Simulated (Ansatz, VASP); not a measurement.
**Ta4C3: VASP beside Ansatz**

```
CELL_PARAMETERS angstrom
4.47472 0.00000 0.00000
0.00000 4.47472 0.00000
0.00000 0.00000 4.47472
ATOMIC_POSITIONS crystal
Ta 0.00000 0.00000 0.00000
Ta 0.50000 0.50000 0.00000
Ta 0.50000 0.00000 0.50000
Ta 0.00000 0.50000 0.50000
C 0.00000 0.00000 0.50000
C 0.00000 0.50000 0.00000
C 0.50000 0.00000 0.00000
```

Change from the starting cell: volume scaled by 1.02.

Alike in both runs: task single point; functional PBEsol; k mesh 6 × 6 × 6; occupations fermi-dirac, width 0.05 eV; no spin polarisation.

```csv
,VASP,Ansatz
version,VASP 6.6.1,Ansatz 0.2.0
potentials or method,"VASP PAW PBE potentials, release 64 (Ta_pv, C), cutoff 520 eV","all-electron LAPW, scalar-relativistic"
```

```tsv
	VASP	Ansatz	Ansatz less VASP
gap on the k mesh at the Fermi level (eV)	none	none	-
pressure (GPa)	-13.2	-13.8	-0.57
```

VASP's potentials were made for PBE, not for PBEsol. A gap of «none» marks a metal or a gap that the smearing closes. Ansatz ran all-electron here, and VASP with PAW potentials.

Neither program's run includes spin-orbit coupling.
